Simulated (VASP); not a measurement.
# Al15GeO24 (a cell with a defect) in VASP: settings compared, part 2 of 3

VASP 6.6.1.

### Step 3. Single point, r2SCAN

Contents of POSCAR:

```
Al15GeO24
1.0
    2.4039417622      1.3879164235      4.3742070937
   -4.8078835245      2.7758328471      8.7484141875
    0.0000000000     -5.5516656942      8.7484141875
Al Ge O
15 1 24
Direct
    0.6642420704      0.3258371144      0.3270960974
    0.1481109002      0.0769356243      0.0736836350
    0.3504069634      0.1761968889      0.1756468213
    0.6439130521      0.3204352318      0.8312362648
    0.8439547239      0.4289498732      0.9287742934
    0.1576169330      0.0690457340      0.5750556953
    0.3636606809      0.1708034388      0.6765562912
    0.6408046783      0.8308814162      0.3222297257
    0.8565590629      0.9260181902      0.4252089435
    0.1417703164      0.5758062142      0.0746601212
    0.3429185572      0.6818304271      0.1725741473
    0.6486229088      0.8228889513      0.8239322313
    0.8532653431      0.9256817351      0.9260851839
    0.1435703373      0.5711626465      0.5746170103
    0.3445904360      0.6732801971      0.6813449562
    0.8823328495      0.4344143846      0.4380580694
    0.4468237480      0.0259135131      0.3738427119
    0.9505451238      0.1235952994      0.2779881953
    0.0615274872      0.3762023932      0.2067964209
    0.7480160252      0.2220954908      0.0289685180
    0.3148764512      0.2459806350      0.4765222823
    0.5475423477      0.4722356827      0.1279192035
    0.4447237273      0.0285279584      0.8754890272
    0.9458395879      0.1237404616      0.7790181367
    0.0482696753      0.3729926546      0.7216966746
    0.7649510908      0.2064324842      0.5333841314
    0.2441945209      0.2772044563      0.9723193183
    0.4958259061      0.4716797132      0.6576642183
    0.3999910973      0.5292626929      0.3767423604
    0.9381569578      0.6634261575      0.2428378428
    0.0599763407      0.8805629642      0.2210559479
    0.7452157431      0.7241603036      0.0258655956
    0.2516383906      0.7746830570      0.4721823083
    0.5558510514      0.9784441706      0.1210129556
    0.4411185137      0.5293138882      0.8788878102
    0.9263897640      0.6273165468      0.7819805012
    0.0561663187      0.8727754038      0.7225483566
    0.7456498169      0.7189055581      0.5272637166
    0.2558402154      0.7844677429      0.9615866802
    0.5642857717      0.9582107690      0.6289401039
```

Contents of INCAR.step1:

```
SYSTEM = Al15GeO24
PREC = Accurate ; ENCUT = 520
ISMEAR = -1 ; SIGMA = 0.01
LREAL = Auto ; LASPH = .TRUE.
NELM = 100 ; NBANDS = 128
NELECT = 204.0 ; GGA = PE
ALGO = Normal ; EDIFF = 1E-4
LWAVE = .TRUE. ; LCHARG = .FALSE.
```

Contents of INCAR.step2:

```
SYSTEM = Al15GeO24
PREC = Accurate ; ENCUT = 520
EDIFF = 1E-7 ; ISMEAR = -1
SIGMA = 0.01 ; LREAL = Auto
LASPH = .TRUE. ; NELM = 100
ALGO = Normal ; ISIF = 2
LWAVE = .FALSE. ; LCHARG = .TRUE.
METAGGA = R2SCAN ; LMIXTAU = .TRUE.
LELF = .TRUE. ; LVHAR = .TRUE.
NBANDS = 128 ; NELECT = 204.0
ISTART = 1
```

Contents of KPOINTS:

```
Automatic mesh
0
Gamma
  1 1 1
  0.25 0.25 0.25
```

Potentials or basis: VASP PAW PBE potentials, release 64 (Al, Ge_d, O).

Launch:

```sh
> cat potpaw_PBE.64/Al/POTCAR potpaw_PBE.64/Ge_d/POTCAR potpaw_PBE.64/O/POTCAR > POTCAR
> cp INCAR.step1 INCAR
> mpirun -np 1 vasp_std > vasp.out
> cp INCAR.step2 INCAR
> mpirun -np 1 vasp_std > vasp.out
```

Run time: 7.6 min. Hardware: 1 thread of Intel Xeon Platinum 8488C (Sapphire Rapids), shared host; peak memory 0.63 GiB.

The run converged. Its results:

```yaml
Free_energy: -375.7832 eV
Largest_force: 0.148 eV/Å
```

Forces in eV/Å, atoms in the order of the input:
```
Al   0.003 -0.023 -0.008
Al  -0.002  0.000  0.052
Al  -0.009  0.003 -0.045
Al  -0.030  0.016  0.017
Al  -0.010 -0.010 -0.047
Al   0.007  0.026  0.052
Al  -0.010  0.035 -0.062
Al   0.035  0.027  0.005
Al   0.002  0.010 -0.045
Al  -0.022 -0.015  0.056
Al  -0.022 -0.033 -0.069
Al   0.007 -0.012 -0.005
Al   0.001  0.004 -0.030
Al   0.019 -0.005  0.039
Al   0.028 -0.011 -0.064
Ge   0.076 -0.061  0.027
O    0.051 -0.009 -0.013
O    0.042  0.036  0.008
O    0.028  0.001 -0.056
O   -0.022  0.029 -0.019
O   -0.008 -0.081  0.047
O   -0.032  0.044 -0.006
O    0.031  0.013 -0.007
O    0.019  0.017 -0.007
O   -0.016 -0.020  0.002
O    0.006 -0.026 -0.031
O    0.021 -0.041  0.008
O   -0.059 -0.021  0.067
O   -0.029  0.023 -0.036
O    0.020  0.111  0.096
O   -0.021 -0.008  0.008
O   -0.025  0.037 -0.008
O   -0.020 -0.017 -0.004
O   -0.044 -0.010  0.002
O    0.016 -0.012  0.016
O    0.000 -0.007  0.018
O   -0.004 -0.025 -0.005
O   -0.017  0.013  0.007
O    0.008 -0.005  0.017
O   -0.015  0.005  0.024
```

Levels at points of the mesh, in eV from the Fermi level:
```tsv
k point	band 99	band 100	band 101	band 102	band 103	band 104	band 105	band 106
(0.25, 0.25, 0.25)	-3.81	-3.69	-3.58	-0.27	3.69	4.33	4.99	5.17
```

Caveat: the k points lie up to 1.22 Å⁻¹ apart, too coarse for converged energies, forces and pressures; the cell carries a net charge on a neutralising background, which shifts energy and pressure; the cell is charged against a uniform background, so pressure and absolute levels hang on convention; the PAW data sets were made with another functional, which shifts forces and pressure a little.

### Step 4. Single point, r2SCAN

Contents of POSCAR:

```
Al15GeO24
1.0
    2.4039417622      1.3879164235      4.3742070937
   -4.8078835245      2.7758328471      8.7484141875
    0.0000000000     -5.5516656942      8.7484141875
Al Ge O
15 1 24
Direct
    0.6501236098      0.3234754679      0.3184978263
    0.1474104427      0.0737848208      0.0740548555
    0.3557109074      0.1743412180      0.1751107439
    0.6490514739      0.3224147563      0.8267258226
    0.8551215382      0.4257486883      0.9255001844
    0.1517622405      0.0696237233      0.5756507284
    0.3488695252      0.1752386121      0.6802468108
    0.6428874961      0.8275350933      0.3247304708
    0.8534918562      0.9268662558      0.4251966310
    0.1542495367      0.5772156190      0.0663718664
    0.3571184385      0.6793796766      0.1717717628
    0.6482521724      0.8248458607      0.8228736396
    0.8501984000      0.9276035178      0.9263814714
    0.1355102528      0.5772351241      0.5760454702
    0.3482560858      0.6792823010      0.6756336123
    0.8498326920      0.4273332656      0.4251158831
    0.4427478497      0.0292829692      0.3747724855
    0.9440507597      0.1255097011      0.2773150993
    0.0536785259      0.3779202493      0.2202152889
    0.7500962118      0.2228137658      0.0277629453
    0.2494247966      0.2793013533      0.4690092305
    0.5534802016      0.4737986466      0.1238426456
    0.4440262856      0.0282235381      0.8754325624
    0.9446546186      0.1261550161      0.7762549252
    0.0567690298      0.3754726244      0.7205714528
    0.7513986045      0.2226701270      0.5255574013
    0.2501513320      0.2786268845      0.9725134596
    0.5564872575      0.4700674842      0.6246305967
    0.4410010864      0.5278565201      0.3756236857
    0.9405856752      0.6256520229      0.2783351083
    0.0556261985      0.8744164650      0.2221297515
    0.7524861792      0.7225340584      0.0268183013
    0.2496255621      0.7772539529      0.4722827223
    0.5556938454      0.9720681334      0.1254237582
    0.4465805235      0.5284437306      0.8718087059
    0.9454032753      0.6250682004      0.7769867867
    0.0544299989      0.8756910859      0.7221834747
    0.7461043046      0.7232917661      0.5275589151
    0.2496278521      0.7784233275      0.9720612378
    0.5558483989      0.9749797417      0.6234186344
```

Contents of INCAR.step1:

```
  ALGO = Normal
  EDIFF = 1E-4
  ENCUT = 520
  GGA = PE
  ISMEAR = -1
  LASPH = True
  LCHARG = False
  LREAL = Auto
  LWAVE = True
  NBANDS = 128
  NELECT = 202.0
  NELM = 100
  PREC = Accurate
  SIGMA = 0.01
```

Contents of INCAR.step2:

```
  ALGO = Normal
  EDIFF = 1E-6
  ENCUT = 520
  ISIF = 2
  ISMEAR = -1
  ISTART = 1
  LASPH = True
  LCHARG = False
  LMIXTAU = True
  LREAL = Auto
  LWAVE = False
  METAGGA = R2SCAN
  NBANDS = 128
  NELECT = 202.0
  NELM = 100
  PREC = Accurate
  SIGMA = 0.01
```

KPOINTS is that of step 3.

Potentials or basis: VASP PAW PBE potentials, release 64 (Al, Ge_d, O).

Launch:

```sh
> cat potpaw_PBE.64/Al/POTCAR potpaw_PBE.64/Ge_d/POTCAR potpaw_PBE.64/O/POTCAR > POTCAR
> cp INCAR.step1 INCAR
> mpirun -np 1 vasp_std > vasp.out
> cp INCAR.step2 INCAR
> mpirun -np 1 vasp_std > vasp.out
```

OUTCAR:

```text
EDIFF = 1E-6
   ENCUT = 520
   ISIF = 2
   ISMEAR = -1
   ISTART = 1
   LASPH = True
   LREAL = Auto
   METAGGA = R2SCAN
   NELECT = 202.0
   NELM = 100
   PREC = Accurate

 ion  position               nearest neighbor table
   1  0.650  0.323  0.318-  18 1.85  22 1.85  21 1.88  19 2.00  26 2.02  29 2.02  16 2.72   3 2.82
                            11 2.84   7 2.89   5 3.21   9 3.23
   2  0.147  0.074  0.074-  23 1.87  20 1.87  31 1.88  18 1.99  34 1.99  27 2.00   3 2.68   9 2.81
                            13 2.81   5 2.82   7 3.22  11 3.22   3 3.24
   3  0.356  0.174  0.175-  17 1.87  20 1.87  19 1.91  34 1.97  27 1.98  18 1.99   2 2.68   8 2.78
                             4 2.79   1 2.82   2 3.24   6 3.27  10 3.29
   4  0.649  0.322  0.827-  27 1.87  24 1.87  28 1.90  20 1.96  35 1.98  25 1.99   5 2.67   3 2.79
                             7 2.80  15 2.86  13 3.23   5 3.25
   5  0.855  0.426  0.926-  27 1.87  36 1.87  22 1.88  20 1.99  25 2.00  35 2.01   4 2.67  14 2.80
                            10 2.80   2 2.82   1 3.21   4 3.25  12 3.26
   6  0.152  0.070  0.576-  37 1.85  17 1.87  26 1.91  40 1.97  24 1.99  21 2.02   7 2.70  13 2.81
                             9 2.81  16 2.87  15 3.20   3 3.27   7 3.27
   7  0.349  0.175  0.680-  23 1.85  25 1.86  26 1.90  24 1.97  40 1.99  21 2.05   6 2.70   4 2.80
                            12 2.80   1 2.89   2 3.22   6 3.27  14 3.28
   8  0.643  0.828  0.325-  34 1.87  33 1.87  30 1.90  17 1.97  38 1.98  31 1.99   9 2.67   3 2.78
                            15 2.81  11 2.86   9 3.23  13 3.26
   9  0.853  0.927  0.425-  18 1.87  33 1.87  40 1.88  31 1.99  17 2.00  38 2.00   8 2.67  14 2.80
                             6 2.81   2 2.81   1 3.23   8 3.23  12 3.25
  10  0.154  0.577  0.066-  35 1.85  32 1.86  19 1.90  39 1.96  22 1.98  30 2.04  11 2.70  13 2.80
                             5 2.80  16 2.87  15 3.20  11 3.25   3 3.29
  11  0.357  0.679  0.172-  32 1.85  31 1.86  29 1.90  39 1.97  22 2.00  30 2.03  10 2.70  12 2.79
                             1 2.84   8 2.86   2 3.22  10 3.25  14 3.29
  12  0.648  0.825  0.823-  39 1.88  40 1.88  36 1.88  37 1.98  23 1.99  32 1.99  13 2.69  11 2.79
                            15 2.80   7 2.80   9 3.25  13 3.26   5 3.26
  13  0.850  0.928  0.926-  34 1.87  24 1.88  39 1.88  23 1.98  32 1.99  37 2.00  12 2.69  10 2.80
                             6 2.81   2 2.81   4 3.23   8 3.26  12 3.26
  14  0.136  0.577  0.576-  38 1.85  25 1.87  29 1.90  36 1.96  33 1.98  28 2.02  15 2.69   5 2.80
                             9 2.80  16 2.86  15 3.22   7 3.28  11 3.29
  15  0.348  0.679  0.676-  37 1.86  38 1.87  35 1.87  33 1.98  36 1.99  28 2.03  14 2.69  12 2.80
                             8 2.81   4 2.86   6 3.20  10 3.20  14 3.22
  16  0.850  0.427  0.425-  28 1.86  30 1.87  21 1.87  29 1.99  19 1.99  26 1.99   1 2.72  14 2.86
                             6 2.87  10 2.87
  17  0.443  0.029  0.375-   6 1.87   3 1.87   8 1.97   9 2.00
  18  0.944  0.126  0.277-   1 1.85   9 1.87   2 1.99   3 1.99
  19  0.054  0.378  0.220-  10 1.90   3 1.91  16 1.99   1 2.00
  20  0.750  0.223  0.028-   3 1.87   2 1.87   4 1.96   5 1.99
  21  0.249  0.279  0.469-  16 1.87   1 1.88   6 2.02   7 2.05
  22  0.553  0.474  0.124-   1 1.85   5 1.88  10 1.98  11 2.00
[... 16 lines left out ...]
  39  0.250  0.778  0.972-  12 1.88  13 1.88  10 1.96  11 1.97
  40  0.556  0.975  0.623-   9 1.88  12 1.88   6 1.97   7 1.99

  LATTYP: Found a base centered monoclinic cell.
 ALAT       =    14.1357249094
 B/A-ratio  =     0.6802457681
 C/A-ratio  =     0.3664920514
 COS(beta)  =    -0.1016821369

  Lattice vectors:

 A1 = (   7.2118252867,  -1.3879164236,  -4.3742070938)
 A2 = (   2.4039417622,   6.9395821177,  -4.3742070938)
 A3 = (   2.4039417622,   1.3879164235,   4.3742070937)

Analysis of symmetry for initial positions (statically):
=====================================================================
 Subroutine PRICEL returns:
 Original cell was already a primitive cell.

 Routine SETGRP: Setting up the symmetry group for a
 base centered monoclinic supercell.
[... 155 lines left out ...]
   total plane-waves  NPLWV = 256000
   dimension x,y,z NGX =    40 NGY =   80 NGZ =   80
   dimension x,y,z NGXF=    80 NGYF=  160 NGZF=  160
   ions per type =              15   1  24
   NGX,Y,Z   is equivalent  to a cutoff of  12.84, 12.84, 12.84 a.u.
   NGXF,Y,Z  is equivalent  to a cutoff of  25.67, 25.67, 25.67 a.u.
 SYSTEM =  unknown system
   PREC   = accura    normal or accurate (medium, high low for compatibility)
   ISTART =      1    job   : 0-new  1-cont  2-samecut
   ICHARG =      0    charge: 1-file 2-atom 10-const
   ISPIN  =      1    spin polarized calculation?
   LNONCOLLINEAR =      F non collinear calculations
   LSORBIT =      F    spin-orbit coupling
   LASPH  =      T    aspherical Exc in radial PAW
   ENCUT  =  520.0 eV  38.22 Ry    6.18 a.u.   9.63 19.27 19.27*2*pi/ulx,y,z
   NELM   =    100;   NELMIN=  2; NELMDL=  0     # of ELM steps
   EDIFF  = 0.1E-05   stopping-criterion for ELM
   LREAL  =      T    real-space projection
   EDIFFG = 0.1E-04   stopping-criterion for IOM
   NSW    =      0    number of steps for IOM
[... 5 lines left out ...]
   TEBEG  =    0.0;   TEEND  =   0.0 temperature during run
   PSTRESS=    0.0 pullay stress
   NELECT =     202.0000    total number of electrons
   NUPDOWN=      -1.0000    fix difference up-down
   EMIN   =  10.00;   EMAX   =-10.00  energy-range for DOS
   EFERMI =   0.00;   METHOD = LEGACY
   ISMEAR =    -1;   SIGMA  =   0.01  broadening in eV -4-tet -1-fermi 0-gaus
   EFERMI_NEDOS =   21; number of points for ismear=-14 and -15
   IALGO  =     38    algorithm
   IMIX   =      4    mixing-type and parameters
     AMIX     =   0.40;   BMIX     =  1.00
     AMIX_MAG =   1.60;   BMIX_MAG =  1.00
  volume/ion in A,a.u.               =       8.76        59.09
  Fermi-wavevector in a.u.,A,eV,Ry     =   1.362676  2.575085 25.264474  1.856886
  Thomas-Fermi vector in A             =   2.489145
   LORBIT       =      0    0 simple, 1 ext, 2 COOP (PROOUT), +10 PAW based schemes
   METAGGA = R2SCAN    functional components
   LHFCALC =     F    Hartree Fock is set to
   AEXX    =    0.0000 exact exchange contribution
   IVDW    =     0    specifies the selected vdW correction
   LEPSILON=     F    determine dielectric tensor
   LRPA    =     F    only Hartree local field effects (RPA)
 non-spin polarized calculation
  energy-cutoff  :      520.00
  volume of cell :      350.27
 maximum number of plane-waves:      9444
 NGX is ok and might be reduce to    40
   NGX = 19   NGY = 39   NGZ = 39

 number of electron     202.0000019 magnetization

 Free energy of the ion-electron system (eV)
  ---------------------------------------------------
  ext. energy  EPLUGINS =         0.00000000
  ---------------------------------------------------
  free energy    TOTEN  =      -395.66534101 eV

  energy without entropy =     -395.66534101  energy(sigma->0) =     -395.66534101

 E-fermi :   5.6696     XC(G=0): -12.1609

 val. band max:        5.3265342501   @ k =   0.2500   0.2500   0.2500
 cond. band min:      11.3766944839   @ k =   0.2500   0.2500   0.2500
 fundamental gap:      6.0501602338
 Fermi energy:         5.6696137739

 k-point     1 :       0.2500    0.2500    0.2500
  band No.  band energies     occupation
      1     -18.8261      2.00000
      2     -18.8232      2.00000
      3     -18.6130      2.00000
      4     -18.5768      2.00000
      5     -18.5757      2.00000
      6     -14.6123      2.00000
[... 105 lines left out ...]
    112      16.1067      0.00000
    113      16.2083      0.00000
 [bands above 113 left out]

------------------------ aborting loop because EDIFF is reached ----------------------------------------

  FORCE on cell =-STRESS in cart. coord.  units (eV):
  Direction    XX          YY          ZZ          XY          YZ          ZX
  --------------------------------------------------------------------------------------
  -------------------------------------------------------------------------------------
  Total      -26.2233102    -26.1237747    -27.0873686     -0.1473878     -0.0607130      0.0447244
  in kB     -119.9500010   -119.4947080   -123.9023551     -0.6741775     -0.2777118      0.2045774
  external PRESSURE =    -121.1156880 kB  Pullay stress =       0.0000000 kB

 VOLUME and BASIS-vectors are now :
 -----------------------------------------------------------------------------
  energy-cutoff  :      520.00
  volume of cell :      350.27
      direct lattice vectors                 reciprocal lattice vectors
     2.403941762  1.387916424  4.374207094     0.207991728  0.120084080  0.076204287
    -4.807883525  2.775832847  8.748414187    -0.103995864  0.060042040  0.038102144
     0.000000000 -5.551665694  8.748414187    -0.000000000 -0.120084080  0.038102144

 POSITION                                       TOTAL-FORCE (eV/Angst)
 -----------------------------------------------------------------------------------
      0.00763      0.03204      8.46002         0.003073      0.003158      0.002418
     -0.00038     -0.00172      1.93817         0.007733      0.002188      0.038317
      0.01690      0.00548      4.61310         0.021601      0.016133     -0.060121
      0.01015     -2.79391     12.89224         0.002109     -0.020613      0.044729
      0.00871     -2.76942     15.56176         0.004867      0.006959     -0.039605
      0.03008     -2.79192      6.30897         0.022445     -0.020735      0.039081
[... 32 lines left out ...]
     -3.14248     -2.88932     16.40589         0.028418     -0.038094     -0.004819
     -3.35136      0.01684     16.41485        -0.035191     -0.003735     -0.003858
 -----------------------------------------------------------------------------------
    total drift:                               -0.017494      0.004300     -0.004307

  FREE ENERGIE OF THE ION-ELECTRON SYSTEM (eV)
  ---------------------------------------------------
  free  energy   TOTEN  =      -395.6653410097 eV

  energy  without entropy=     -395.6653410097  energy(sigma->0) =     -395.66534101
```

It took 6.6 min on 1 thread of Intel Xeon Platinum 8488C (Sapphire Rapids), shared host; peak memory 0.61 GiB.

Results:

```yaml
Free_energy: -395.6653 eV
Largest_force: 0.187 eV/Å
```

Forces on the atoms (eV/Å):
```
Al   0.003  0.003  0.002
Al   0.008  0.002  0.038
Al   0.022  0.016 -0.060
Al   0.002 -0.021  0.045
Al   0.005  0.007 -0.040
Al   0.022 -0.021  0.039
Al   0.011 -0.029 -0.053
Al  -0.001  0.003  0.042
Al   0.009  0.009 -0.040
Al  -0.006  0.024  0.037
Al  -0.018  0.016 -0.038
Al  -0.009  0.006  0.053
Al  -0.003 -0.004 -0.046
Al  -0.022 -0.008  0.036
Al  -0.010  0.000 -0.030
Ge  -0.006 -0.013 -0.074
O    0.021  0.002 -0.005
O    0.009  0.029  0.008
O   -0.061 -0.113  0.104
O   -0.016  0.025 -0.001
O   -0.157  0.009 -0.062
O   -0.024 -0.020  0.004
O    0.025  0.006 -0.002
O    0.002  0.036  0.008
O   -0.009 -0.014 -0.002
O   -0.071  0.110  0.106
O    0.010 -0.022  0.004
O    0.076  0.151 -0.067
O    0.123  0.012  0.100
O    0.081 -0.146 -0.083
O   -0.021 -0.028  0.003
O   -0.006  0.017 -0.006
O    0.022 -0.028  0.005
O   -0.039  0.001  0.012
O    0.025 -0.008  0.000
O    0.025  0.032 -0.007
O   -0.002 -0.018 -0.007
O   -0.012  0.016 -0.016
O    0.028 -0.038 -0.005
O   -0.035 -0.004 -0.004
```

Caveat: the k points lie up to 1.22 Å⁻¹ apart, too coarse for converged energies, forces and pressures; the cell carries a net charge on a neutralising background, which shifts energy and pressure; the cell is charged against a uniform background, so pressure and absolute levels hang on convention; the PAW data sets were made with another functional, which shifts forces and pressure a little.

(Continued in part 3 of 3.)
